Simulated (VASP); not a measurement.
Cu, 1 atom in the cell. The structure is tetragonal, space group I4/mmm (No. 139). The conventional cell has a = 2.838 Å, b = 2.838 Å, c = 2.662 Å, α = 90.00°, β = 90.00°, γ = 90.00°. Within 3.2 Å of Cu (site symmetry 4/mmm) lie 14 Cu at 2.41 to 2.84 Å. 

```yaml
Program: VASP 6.6.1
Task: single point
Functional: PBE
Potentials_or_basis: VASP PAW PBE potentials, release 64 (Cu)
Cutoff: 520 eV
k_mesh: 24 × 24 × 24
Occupations: gaussian, width 0.15 eV
Spin: no spin polarisation
Dipole_correction: no
Further_INCAR_settings: ALGO = Normal; EDIFF = 1e-06; NBANDS = 12
```

Potentials or basis: VASP PAW PBE potentials, release 64 (Cu).

The run is started by

```sh
$ cat potpaw_PBE.64/Cu/POTCAR > POTCAR
$ mpirun -np 1 vasp_std > vasp.out
```

Hardware: 1 thread of AMD EPYC 9R45 96-Core Processor (Zen 5), with other jobs on the host.

Problem. How long does it take, and how much memory?

Solution. Run time: 60 s on 1 thread of AMD EPYC 9R45 96-Core Processor (Zen 5), with other jobs on the host, peak memory 0.2 GiB. Counts: scf iterations 12, k points 1063.
